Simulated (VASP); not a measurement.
Write the native input for VASP 6.6.1 that does the following.

```
Task                   : single point
Functional             : revPBE
Dispersion             : D3(BJ)
Potentials or basis    : VASP PAW PBE potentials, release 64 (Al)
Cutoff                 : 520 eV
k mesh                 : 11 × 11 × 11
Occupations            : fermi-dirac, width 0.025 eV
Spin                   : collinear spin, ferromagnetic start
Starting moments       : [0.12] μB
Dipole correction      : no
Further INCAR settings : ALGO = Normal; EDIFF = 1e-07; NBANDS = 12
```

The structure of Al lies in POSCAR:

```
Al
1.0
    0.0000000000      1.9834708509      1.9834708509
    1.9834708509      0.0000000000      1.9834708509
    1.9834708509      1.9834708509      0.0000000000
Al
1
Direct
    0.0000000000      0.0000000000      0.0000000000
```

One way to write it, as run:

INCAR

```
SYSTEM = Al
ALGO = Normal
EDIFF = 1E-7
ENCUT = 520
GGA = RE
ISIF = 2
ISMEAR = -1
ISPIN = 2
IVDW = 12
LASPH = .TRUE.
LCHARG = .FALSE.
LORBIT = 11
LREAL = .FALSE.
LWAVE = .FALSE.
MAGMOM = 0.12
NBANDS = 12
NELM = 150
PREC = Accurate
SIGMA = 0.025
```

KPOINTS

```
k-points
0
G
  11 11 11
  0 0 0
```

Potentials or basis: VASP PAW PBE potentials, release 64 (Al).

Command:

```bash
$ cat potpaw_PBE.64/Al/POTCAR > POTCAR
$ mpirun -np 1 vasp_std > vasp.out
```

Results of the run:

```
Pressure                                              : -1.1 GPa
Net moment                                            : 0.00 μB per cell
Valence electrons inside the program's atomic spheres : Al 0.79
Dispersion energy per atom                            : -0.677 eV
```

Caveat: the PAW data sets were made with another functional, which shifts forces and pressure a little; pairwise dispersion overbinds metals, which lowers pressure and volume.

Run time: 7.6 s on 1 thread of Intel(R) Xeon(R) 6975P-C (Granite Rapids), with other jobs on the host, peak memory 0.15 GiB.
